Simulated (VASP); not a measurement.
Here is a VASP 6.6.1 calculation.

INCAR

```
PREC = Accurate
ENCUT = 520
EDIFF = 1E-6
ISMEAR = 0
SIGMA = 0.2
LREAL = F
LASPH = T
NELM = 60
ALGO = Normal
ISIF = 2
LWAVE = F
LCHARG = F
GGA = PE
NBANDS = 55
```

File KPOINTS:

```
regular mesh
0
Gamma
  3 3 3
```

POSCAR

```
Cd7S
1.0
    5.9598567921      0.0000000000      0.0000000000
   -2.9799283961      5.1613873849      0.0000000000
    0.0000000000      0.0000000000      5.8969031522
Cd S
7 1
Direct
    0.4998420407      0.9996840815      0.0000000000
    0.4998420407      0.5001579593      0.0000000000
    0.0003159185      0.5001579593      0.0000000000
    0.3298790026      0.1649395013      0.5000000000
    0.8350604987      0.1649395013      0.5000000000
    0.8350604987      0.6701209974      0.5000000000
    0.3333333333      0.6666666667      0.5000000000
    0.0000000000      0.0000000000      0.0000000000
```

Potentials or basis: VASP PAW PBE potentials, release 64 (Cd, S).

Run with:

```bash
$ cat potpaw_PBE.64/Cd/POTCAR potpaw_PBE.64/S/POTCAR > POTCAR
$ mpirun -np 1 vasp_std > vasp.out
```

Task: What does it give for the largest force?

Result: 0.016 eV/Å.

Task: What does it give for the band gap on the k mesh?

Result: Zero (band 45 reaches 2.49 eV, above the bottom of band 46 at 2.44 eV).

Task: Estimate the pressure.

Result: 0.2 GPa.

Forces on the atoms (eV/Å):
```
Cd   0.000 -0.009  0.000
Cd  -0.008  0.005  0.000
Cd   0.008  0.005  0.000
Cd  -0.014 -0.008  0.000
Cd   0.014 -0.008  0.000
Cd   0.000  0.016  0.000
Cd   0.000  0.000  0.000
S    0.000  0.000  0.000
```

Caveat: the k points lie up to 0.41 Å⁻¹ apart.
